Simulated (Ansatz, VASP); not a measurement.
**One calculation of NaF, two programs**

```xyz
2
Lattice="0.0000 2.2179 2.2972 2.2179 0.0000 2.2972 2.2179 2.2179 0.0000" Properties=species:S:1:pos:R:3 pbc="T T T"
Na    0.0000    0.0000    0.0000
F     2.2179    2.2179    2.2972
```

Change from the starting cell: biaxial_xy strain -3.5%.

Alike in both runs: task single point; functional r2SCAN; k mesh 10 × 10 × 10; no spin polarisation.

|  | VASP | Ansatz |
| --- | --- | --- |
| version | VASP 6.6.1 | Ansatz 0.2.0 |
| potentials or method | VASP PAW PBE potentials, release 64 (Na_pv, F) | plane waves, PAW |
| plane-wave cutoff (eV) | 520 | 500 |
| occupations | gaussian, width 0.01 eV | fixed |
| valence electrons in the cell | 14 | 16 |

Ansatz gave:

```
gap on the k mesh at the Fermi level (eV)                     : 7.70
pressure (GPa)                                                : 4.7
traceless stress, the component that is largest in VASP (GPa) : -3.05
```

Estimate VASP's values.

gap on the k mesh at the Fermi level (eV): 7.74; pressure (GPa): 4.0; traceless stress, the component that is largest in VASP (GPa): -3.10.

VASP's potentials were made for PBE, not for r2SCAN. VASP's potentials hold 14 valence electrons a cell and Ansatz's 16, so a difference there can come from the potentials and not from the codes.
